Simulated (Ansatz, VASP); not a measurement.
Two plane-wave programs on TiAl

File INCAR:

```
SYSTEM = TiAl
  PREC = Accurate
  ENCUT = 520
  EDIFF = 1E-6
  ISMEAR = 0
  SIGMA = 0.1
  LREAL = .False.
  LASPH = .True.
  NELM = 60
  ALGO = Fast
  ISIF = 2
  LWAVE = .False.
  LCHARG = .False.
  GGA = PE
  NBANDS = 14
```

Contents of KPOINTS:

```
regular mesh
0
Gamma
  12 12 12
  0 0 0
```

POSCAR

```
TiAl
1.0
    3.2769473806     -0.0594802874     -0.0043553177
   -0.0594802874      3.1890780516      0.0201552658
   -0.0043553177      0.0201552658      3.1741046602
Ti Al
1 1
Direct
    0.0063351980      0.0238718063     -0.0194774311
    0.4936648020      0.4761281937      0.5194774311
```

Input for Ansatz:

```yaml
crystal:
  lattice:
    - [3.2769473806, -0.0594802874, -0.0043553177]
    - [-0.0594802874, 3.1890780516, 0.0201552658]
    - [-0.0043553177, 0.0201552658, 3.1741046602]
  atoms:
    - { symbol: Ti, position: [0.006335198, 0.0238718063, -0.0194774311] }
    - { symbol: Al, position: [0.493664802, 0.4761281937, 0.5194774311] }
basis:
  ecutwfc: 420
kpoints:
  mp_grid: { grid: [12, 12, 12] }
hamiltonian:
  xc: pbe
scf:
  occupations: { method: gaussian, width: 0.1 }
output:
  forces: true
  stress: true
  eigenvalues: true
```

Change from the starting cell: all atoms moved at random, cell strained at random.

Alike in both runs: task single point; functional PBE; k mesh 12 × 12 × 12; occupations gaussian, width 0.1 eV; no spin polarisation.

```csv
,VASP,Ansatz
version,VASP 6.6.1,Ansatz 0.2.0
potentials or method,"VASP PAW PBE potentials, release 64 (Ti_sv, Al), cutoff 520 eV","scalar-relativistic, plane waves, PAW"
valence electrons in the cell,15,15
```

```csv
,VASP,Ansatz,Ansatz less VASP
gap on the k mesh at the Fermi level (eV),none,none,-
pressure (GPa),-0.9,-0.9,+0.03
"traceless stress, the component that is largest in VASP (GPa)",3.10,3.10,+0.001
rms of the force components (eV/Å),0.739,0.738,-0.0007
```

Atom by atom the forces differ by 0.001 eV/Å (rms over components). A gap of «none» marks a metal or a gap that the smearing closes. With one functional, cell and mesh, what is left measures potentials, basis and numerics.
